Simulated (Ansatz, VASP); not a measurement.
**One calculation of Ti, two programs**

File INCAR:

```
PREC = Accurate ; ENCUT = 520
EDIFF = 1E-7 ; ISMEAR = 0
SIGMA = 0.15 ; LREAL = False
LASPH = True ; NELM = 100
ALGO = Normal ; ISIF = 2
LWAVE = False ; LCHARG = False
GGA = PE ; NBANDS = 12
```

File KPOINTS:

```
regular mesh
0
Gamma
  20 20 20
```

Contents of POSCAR:

```
Ti
1.0
    0.0000000000      1.8676000000      1.8676000000
    1.8676000000      0.0000000000      1.8676000000
    1.8676000000      1.8676000000      0.0000000000
Ti
1
Direct
    0.0000000000      0.0000000000      0.0000000000
```

Input for Ansatz:

```yaml
crystal:
  lattice:
    - [0.0, 1.8676, 1.8676]
    - [1.8676, 0.0, 1.8676]
    - [1.8676, 1.8676, 0.0]
  atoms:
    - { symbol: Ti, position: [0.0, 0.0, 0.0] }
basis:
  ecutwfc: 420
kpoints:
  mp_grid: { grid: [20, 20, 20] }
hamiltonian:
  xc: pbe
scf:
  occupations: { method: gaussian, width: 0.15 }
output:
  forces: true
  stress: true
  eigenvalues: true
```

Change from the starting cell: strain -0.080 along x and y, -0.080 along z, atoms carried along.

Alike in both runs: task single point; functional PBE; k mesh 20 × 20 × 20; occupations gaussian, width 0.15 eV; no spin polarisation.

|  | VASP | Ansatz |
| --- | --- | --- |
| version | VASP 6.6.1 | Ansatz 0.2.0 |
| potentials or method | VASP PAW PBE potentials, release 64 (Ti_sv), cutoff 520 eV | scalar-relativistic, plane waves, PAW |
| valence electrons in the cell | 12 | 12 |

|  | VASP | Ansatz | Ansatz less VASP |
| --- | --- | --- | --- |
| gap on the k mesh at the Fermi level (eV) | none | none | - |
| pressure (GPa) | 48.9 | 49.9 | +0.95 |

A gap of «none» marks a metal or a gap that the smearing closes. Both programs put the cell under a high pressure, so it lies far from rest at this level.
